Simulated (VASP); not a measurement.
# Sc (Pm-3m) in VASP: further runs

The runs below take Sc through single point, with PBE.

Program: VASP 6.6.1. These are calculated values, not measurements. Logs are shortened: lines on timing, memory, paths and dates and some standing lists are left out, and cuts for length are marked.

## 1. The cell of the first run

Symmetry: Pm-3m, No. 221, cubic system. Conventional cell: a = 2.308 Å, b = 2.308 Å, c = 2.308 Å, α = 90.00°, β = 90.00°, γ = 90.00°. Within 3.0 Å of Sc (site symmetry m-3m) lie 6 Sc at 2.31 Å.

## 2. Single point, PBE

INCAR

```
SYSTEM = Sc
  PREC = Accurate
  ENCUT = 520
  EDIFF = 1E-6
  ISMEAR = -1
  SIGMA = 0.1
  LREAL = .False.
  LASPH = .True.
  NELM = 80
  ALGO = Normal
  ISIF = 2
  LWAVE = .False.
  LCHARG = .False.
  GGA = PE
  NBANDS = 12
```

KPOINTS

```
regular mesh
0
Gamma
  16 16 16
  0 0 0
```

POSCAR

```
Sc
1.0
    2.3075389340      0.0000000000      0.0000000000
    0.0000000000      2.3075389340      0.0000000000
    0.0000000000      0.0000000000      2.3075389340
Sc
1
Direct
    0.0000000000      0.0000000000      0.0000000000
```

Potentials or basis: VASP PAW PBE potentials, release 64 (Sc_sv).

The run is started by

```bash
$ cat potpaw_PBE.64/Sc_sv/POTCAR > POTCAR
$ mpirun -np 1 vasp_std > vasp.out
```

OUTCAR:

```text
SYSTEM = Sc
   PREC = Accurate
   ENCUT = 520
   EDIFF = 1E-6
   ISMEAR = -1
   LREAL = .False.
   LASPH = .True.
   NELM = 80
   ISIF = 2
   GGA = PE

 ion  position               nearest neighbor table
   1  0.000  0.000  0.000-

  LATTYP: Found a simple cubic cell.
 ALAT       =     2.3075389340

  Lattice vectors:

 A1 = (   2.3075389340,   0.0000000000,   0.0000000000)
 A2 = (   0.0000000000,   2.3075389340,   0.0000000000)
 A3 = (   0.0000000000,   0.0000000000,   2.3075389340)

Analysis of symmetry for initial positions (statically):
=====================================================================
 Subroutine PRICEL returns:
 Original cell was already a primitive cell.

 Routine SETGRP: Setting up the symmetry group for a
 simple cubic supercell.

 Subroutine GETGRP returns: Found 48 space group operations
 (whereof 48 operations were pure point group operations)
 out of a pool of 48 trial point group operations.

The static configuration has the point symmetry O_h .

Analysis of symmetry for dynamics (positions and initial velocities):
=====================================================================
 Subroutine PRICEL returns:
 Original cell was already a primitive cell.

 Routine SETGRP: Setting up the symmetry group for a
 simple cubic supercell.

 Subroutine GETGRP returns: Found 48 space group operations
 (whereof 48 operations were pure point group operations)
 out of a pool of 48 trial point group operations.

The dynamic configuration has the point symmetry O_h .

 Subroutine INISYM returns: Found 48 space group operations
 (whereof 48 operations are pure point group operations),
 and found     1 'primitive' translations

----------------------------------------------------------------------------------------

                                     Primitive cell

  volume of cell :      12.2870

  direct lattice vectors                    reciprocal lattice vectors
     2.307538934  0.000000000  0.000000000     0.433362135  0.000000000  0.000000000
     0.000000000  2.307538934  0.000000000     0.000000000  0.433362135  0.000000000
     0.000000000  0.000000000  2.307538934     0.000000000  0.000000000  0.433362135

  length of vectors
     2.307538934  2.307538934  2.307538934     0.433362135  0.433362135  0.433362135

  position of ions in fractional coordinates (direct lattice)
     0.000000000  0.000000000  0.000000000

  ion indices of the primitive-cell ions
   primitive index   ion index
                 1           1

----------------------------------------------------------------------------------------

 KPOINTS: regular mesh

Automatic generation of k-mesh.
 Grid dimensions read from file:
 generate k-points for:   16   16   16

 Generating k-lattice:

  Cartesian coordinates                     Fractional coordinates (reciprocal lattice)
     0.027085133  0.000000000  0.000000000     0.062500000  0.000000000  0.000000000
     0.000000000  0.027085133  0.000000000     0.000000000  0.062500000  0.000000000
     0.000000000  0.000000000  0.027085133     0.000000000  0.000000000  0.062500000

  Length of vectors
     0.027085133  0.027085133  0.027085133

  Shift w.r.t. Gamma in fractional coordinates (k-lattice)
     0.000000000  0.000000000  0.000000000

 Subroutine IBZKPT returns following result:
 ===========================================

 Found    165 irreducible k-points:

 Following reciprocal coordinates:
            Coordinates               Weight
  0.000000  0.000000  0.000000      1.000000
  0.062500  0.000000  0.000000      6.000000
  0.125000  0.000000  0.000000      6.000000
  0.187500  0.000000  0.000000      6.000000
  0.250000  0.000000  0.000000      6.000000
  0.312500  0.000000  0.000000      6.000000
[... 16 lines left out ...]
  0.437500  0.125000  0.000000     24.000000
  0.500000  0.125000  0.000000     12.000000
 [... further k-points ...]
   k-points           NKPTS =    165   k-points in BZ     NKDIM =    165   number of bands    NBANDS=     12
   number of dos      NEDOS =    301   number of ions     NIONS =      1
   total plane-waves  NPLWV =   5832
   dimension x,y,z NGX =    18 NGY =   18 NGZ =   18
   dimension x,y,z NGXF=    36 NGYF=   36 NGZF=   36
   ions per type =               1
   NGX,Y,Z   is equivalent  to a cutoff of  12.97, 12.97, 12.97 a.u.
   NGXF,Y,Z  is equivalent  to a cutoff of  25.94, 25.94, 25.94 a.u.
 SYSTEM =  Sc
   PREC   = accura    normal or accurate (medium, high low for compatibility)
   ISTART =      0    job   : 0-new  1-cont  2-samecut
   ICHARG =      2    charge: 1-file 2-atom 10-const
   ISPIN  =      1    spin polarized calculation?
   LNONCOLLINEAR =      F non collinear calculations
   LSORBIT =      F    spin-orbit coupling
   LASPH  =      T    aspherical Exc in radial PAW
   ENCUT  =  520.0 eV  38.22 Ry    6.18 a.u.   4.29  4.29  4.29*2*pi/ulx,y,z
   NELM   =     80;   NELMIN=  2; NELMDL= -5     # of ELM steps
   EDIFF  = 0.1E-05   stopping-criterion for ELM
   LREAL  =      F    real-space projection
   EDIFFG = 0.1E-04   stopping-criterion for IOM
   NSW    =      0    number of steps for IOM
   IBRION =     -1    ionic relax: 0-MD 1-quasi-New 2-CG
   NFREE  =      0    steps in history (QN), initial steepest desc. (CG)
   ISIF   =      2    stress and relaxation
   ISYM   =      2    0-nonsym 1-usesym 2-fastsym
   POTIM  = 0.5000    time-step for ionic-motion
   TEBEG  =    0.0;   TEEND  =   0.0 temperature during run
   PSTRESS=    0.0 pullay stress
   NELECT =      11.0000    total number of electrons
   NUPDOWN=      -1.0000    fix difference up-down
   EMIN   =  10.00;   EMAX   =-10.00  energy-range for DOS
   EFERMI =   0.00;   METHOD = LEGACY
   ISMEAR =    -1;   SIGMA  =   0.10  broadening in eV -4-tet -1-fermi 0-gaus
   EFERMI_NEDOS =   21; number of points for ismear=-14 and -15
   IALGO  =     38    algorithm
   IMIX   =      4    mixing-type and parameters
     AMIX     =   0.40;   BMIX     =  1.00
     AMIX_MAG =   1.60;   BMIX_MAG =  1.00
  volume/ion in A,a.u.               =      12.29        82.92
  Fermi-wavevector in a.u.,A,eV,Ry     =   1.577817  2.981642 33.871801  2.489507
  Thomas-Fermi vector in A             =   2.678442
   LORBIT       =      0    0 simple, 1 ext, 2 COOP (PROOUT), +10 PAW based schemes
   GGA     = PE    functional components
   LHFCALC =     F    Hartree Fock is set to
   AEXX    =    0.0000 exact exchange contribution
   IVDW    =     0    specifies the selected vdW correction
   LEPSILON=     F    determine dielectric tensor
   LRPA    =     F    only Hartree local field effects (RPA)
 non-spin polarized calculation
  energy-cutoff  :      520.00
  volume of cell :       12.29
 maximum number of plane-waves:       342
 NGX is ok and might be reduce to    18
   NGX =  9   NGY =  9   NGZ =  9

 number of electron      10.9999997 magnetization

 Free energy of the ion-electron system (eV)
  ---------------------------------------------------
  ext. energy  EPLUGINS =         0.00000000
  ---------------------------------------------------
  free energy    TOTEN  =        -3.31120179 eV

  energy without entropy =       -3.27454254  energy(sigma->0) =       -3.29287217

 E-fermi :   8.9416     XC(G=0): -13.0477

 val. band max:        8.9355095087   @ k =   0.3125   0.3125   0.0000
 cond. band min:       8.9669574267   @ k =   0.3125   0.2500   0.0625
 fundamental gap:      0.0314479180
 Fermi energy:         8.9416000802

 k-point     1 :       0.0000    0.0000    0.0000
  band No.  band energies     occupation
      1     -40.5278      2.00000
      2     -16.8461      2.00000
      3     -16.8461      2.00000
      4     -16.8461      2.00000
      5       3.9481      2.00000
      6       6.9705      2.00000
      7       6.9705      2.00000
      8      16.7908      0.00000
      9      16.7908      0.00000
     10      16.7908      0.00000
     11      30.5911      0.00000
     12      30.5911      0.00000

 k-point     2 :       0.0625    0.0000    0.0000
  band No.  band energies     occupation
      1     -40.4988      2.00000
      2     -17.0178      2.00000
      3     -16.8318      2.00000
      4     -16.8318      2.00000
      5       4.1112      2.00000
      6       7.0169      2.00000
      7       7.1705      2.00000
      8      16.5876      0.00000
      9      16.5876      0.00000
     10      16.8054      0.00000
     11      29.6687      0.00000
     12      30.8572      0.00000

 k-point     3 :       0.1250    0.0000    0.0000
  band No.  band energies     occupation
      1     -40.4157      2.00000
      2     -17.4908      2.00000
      3     -16.7910      2.00000
      4     -16.7910      2.00000
      5       4.5489      2.00000
      6       7.1515      2.00000
      7       7.7589      1.99999
      8      16.0427      0.00000
      9      16.0427      0.00000
     10      16.8472      0.00000
     11      27.8298      0.00000
     12      31.5947      0.00000
[... 286 lines left out ...]
 k-point    23 :       0.4375    0.1250    0.0000
  band No.  band energies     occupation
      1     -39.6384      2.00000
      2     -20.4348      2.00000
      3     -17.0463      2.00000
      4     -16.4225      2.00000
      5       8.2867      1.99714
      6       8.8359      1.48429
      7       9.8675      0.00019
      8      12.9998      0.00000
      9      14.2773      0.00000
     10      16.5646      0.00000
     11      22.7216      0.00000
     12      29.0257      0.00000

 k-point    24 :       0.5000    0.1250    0.0000
  band No.  band energies     occupation
      1     -39.6050      2.00000
      2     -20.5605      2.00000
      3     -17.0281      2.00000
      4     -16.4074      2.00000
      5       8.6326      1.91297
      6       8.8768      1.31310
      7       9.6072      0.00257
      8      12.8788      0.00000
      9      14.3537      0.00000
     10      16.5845      0.00000
     11      22.6930      0.00000
     12      28.8604      0.00000

 [... further k-points ...]

------------------------ aborting loop because EDIFF is reached ----------------------------------------

  FORCE on cell =-STRESS in cart. coord.  units (eV):
  Direction    XX          YY          ZZ          XY          YZ          ZX
  --------------------------------------------------------------------------------------
  -------------------------------------------------------------------------------------
  Total        7.0248149      7.0248149      7.0248149      0.0000000     -0.0000000      0.0000000
  in kB      916.0060765    916.0060765    916.0060765      0.0000000     -0.0000000      0.0000000
  external PRESSURE =     916.0060765 kB  Pullay stress =       0.0000000 kB

 VOLUME and BASIS-vectors are now :
 -----------------------------------------------------------------------------
  energy-cutoff  :      520.00
  volume of cell :       12.29
      direct lattice vectors                 reciprocal lattice vectors
     2.307538934  0.000000000  0.000000000     0.433362135  0.000000000  0.000000000
     0.000000000  2.307538934  0.000000000     0.000000000  0.433362135  0.000000000
     0.000000000  0.000000000  2.307538934     0.000000000  0.000000000  0.433362135

 POSITION                                       TOTAL-FORCE (eV/Angst)
 -----------------------------------------------------------------------------------
      0.00000      0.00000      0.00000         0.000000      0.000000      0.000000
 -----------------------------------------------------------------------------------
    total drift:                                0.000000      0.000000      0.000000

  FREE ENERGIE OF THE ION-ELECTRON SYSTEM (eV)
  ---------------------------------------------------
  free  energy   TOTEN  =        -3.3112017910 eV

  energy  without entropy=       -3.2745425410  energy(sigma->0) =       -3.29287217
```

Run time: 21 s. Hardware: 1 thread of Intel Xeon 8259CL, shared host; peak memory 0.14 GiB.

What came out:

| Quantity | Value |
| --- | --- |
| Free energy | -3.3112 eV |
| Pressure | 91.6 GPa |

## 3. Single point, PBE

INCAR

```
ALGO     = Normal         # electronic algorithm
EDIFF    = 1E-7           # SCF threshold, eV
ENCUT    = 520            # plane-wave cutoff, eV
GGA      = PE             # functional
ISIF     = 2              # what is computed and relaxed
ISMEAR   = -1             # smearing method
LASPH    = T              # aspherical terms in the spheres
LCHARG   = T              # write CHGCAR
LELF     = T              # ELF
LREAL    = F              # projectors in reciprocal space
LVHAR    = T            
LWAVE    = F              # write WAVECAR
NBANDS   = 12             # bands
NELM     = 80             # most SCF steps
PREC     = Accurate       # precision mode
SIGMA    = 0.1            # smearing width, eV
```

KPOINTS

```
k-points
0
Gamma
  16 16 16
```

POSCAR

```
Sc
1.0
    2.3073889861      0.0000000000      0.0000000000
    0.0000000000      2.3073889861      0.0000000000
    0.0000000000      0.0000000000      2.3073889861
Sc
1
Direct
    0.0000000000      0.0000000000      0.0000000000
```

Potentials or basis: VASP PAW PBE potentials, release 64 (Sc_sv).

The run is started by

```bash
$ cat potpaw_PBE.64/Sc_sv/POTCAR > POTCAR
$ mpirun -np 1 vasp_std > vasp.out
```

OUTCAR:

```text
EDIFF = 1E-7
   ENCUT = 520
   GGA = PE
   ISIF = 2
   ISMEAR = -1
   LASPH = T
   LREAL = F
   NELM = 80
   PREC = Accurate

 ion  position               nearest neighbor table
   1  0.000  0.000  0.000-

  LATTYP: Found a simple cubic cell.
 ALAT       =     2.3073889861

  Lattice vectors:

 A1 = (   2.3073889861,   0.0000000000,   0.0000000000)
 A2 = (   0.0000000000,   2.3073889861,   0.0000000000)
 A3 = (   0.0000000000,   0.0000000000,   2.3073889861)

Analysis of symmetry for initial positions (statically):
=====================================================================
 Subroutine PRICEL returns:
 Original cell was already a primitive cell.

 Routine SETGRP: Setting up the symmetry group for a
 simple cubic supercell.

 Subroutine GETGRP returns: Found 48 space group operations
 (whereof 48 operations were pure point group operations)
 out of a pool of 48 trial point group operations.

The static configuration has the point symmetry O_h .

Analysis of symmetry for dynamics (positions and initial velocities):
[... 168 lines left out ...]
      3     -16.8438      2.00000
      4     -16.8438      2.00000
      5       3.9504      2.00000
      6       6.9715      2.00000
      7       6.9715      2.00000
      8      16.7938      0.00000
      9      16.7938      0.00000
     10      16.7938      0.00000
     11      30.5962      0.00000
     12      30.5962      0.00000
[... 331 lines left out ...]
 k-point    24 :       0.5000    0.1250    0.0000
  band No.  band energies     occupation
      1     -39.6034      2.00000
      2     -20.5598      2.00000
      3     -17.0258      2.00000
      4     -16.4048      2.00000
      5       8.6343      1.91289
      6       8.8788      1.31149
      7       9.6096      0.00255
      8      12.8809      0.00000
      9      14.3567      0.00000
     10      16.5874      0.00000
     11      22.6975      0.00000
     12      28.8643      0.00000

 [... further k-points ...]

------------------------ aborting loop because EDIFF is reached ----------------------------------------

  FORCE on cell =-STRESS in cart. coord.  units (eV):
  Direction    XX          YY          ZZ          XY          YZ          ZX
  --------------------------------------------------------------------------------------
  -------------------------------------------------------------------------------------
  Total        7.0285593      7.0285593      7.0285593      0.0000000      0.0000000     -0.0000000
  in kB      916.6730256    916.6730256    916.6730256      0.0000000      0.0000000     -0.0000000
  external PRESSURE =     916.6730256 kB  Pullay stress =       0.0000000 kB

 VOLUME and BASIS-vectors are now :
 -----------------------------------------------------------------------------
  energy-cutoff  :      520.00
  volume of cell :       12.28
      direct lattice vectors                 reciprocal lattice vectors
     2.307388986  0.000000000  0.000000000     0.433390298  0.000000000  0.000000000
     0.000000000  2.307388986  0.000000000     0.000000000  0.433390298  0.000000000
     0.000000000  0.000000000  2.307388986     0.000000000  0.000000000  0.433390298

 POSITION                                       TOTAL-FORCE (eV/Angst)
 -----------------------------------------------------------------------------------
      0.00000      0.00000      0.00000         0.000000      0.000000      0.000000
 -----------------------------------------------------------------------------------
    total drift:                                0.000000      0.000000      0.000000

  FREE ENERGIE OF THE ION-ELECTRON SYSTEM (eV)
  ---------------------------------------------------
  free  energy   TOTEN  =        -3.3098301744 eV

  energy  without entropy=       -3.2731765826  energy(sigma->0) =       -3.29150338
```

OSZICAR:

```text
N       E                     dE             d eps       ncg     rms          rms(c)
DAV:   1     0.674807721158E+02    0.67481E+02   -0.52472E+03  4072   0.103E+03
DAV:   2    -0.256686534516E+01   -0.70048E+02   -0.67437E+02  3972   0.284E+02
DAV:   3    -0.351648834957E+01   -0.94962E+00   -0.93804E+00  4556   0.454E+01
DAV:   4    -0.352618989025E+01   -0.97015E-02   -0.97006E-02  4776   0.366E+00
DAV:   5    -0.352631793531E+01   -0.12805E-03   -0.12804E-03  5264   0.436E-01    0.166E+01
DAV:   6    -0.334398146682E+01    0.18234E+00   -0.19814E-01  4736   0.770E+00    0.792E+00
DAV:   7    -0.331131262374E+01    0.32669E-01   -0.65193E-02  5504   0.417E+00    0.118E+00
DAV:   8    -0.330987060183E+01    0.14420E-02   -0.67789E-03  4440   0.127E+00    0.336E-02
DAV:   9    -0.330983227666E+01    0.38325E-04   -0.11145E-04  5076   0.171E-01    0.168E-02
DAV:  10    -0.330982971156E+01    0.25651E-05   -0.57699E-06  5452   0.265E-02    0.335E-03
DAV:  11    -0.330983019821E+01   -0.48665E-06   -0.57520E-08  3196   0.261E-03    0.954E-04
DAV:  12    -0.330983017442E+01    0.23784E-07   -0.93961E-09  2096   0.130E-03
   1 F= -.33098302E+01 E0= -.32915034E+01  d E =-.366536E-01
```

stdout:

```text
POSCAR found type information on POSCAR Sc
 POSCAR found :  1 types and       1 ions
 scaLAPACK will be used
 LDA part: xc-table for (Slater+PW92), standard interpolation
 POSCAR, INCAR and KPOINTS ok, starting setup
 FFT: planning ... GRIDC
 FFT: planning ... GRID_SOFT
 FFT: planning ... GRID
 WAVECAR not read
 entering main loop
```

It took 25 s on 1 thread of Intel Xeon 8259CL, shared host; peak memory 0.14 GiB.

Results:

```
Free energy : -3.3098 eV
Pressure    : 91.7 GPa
```
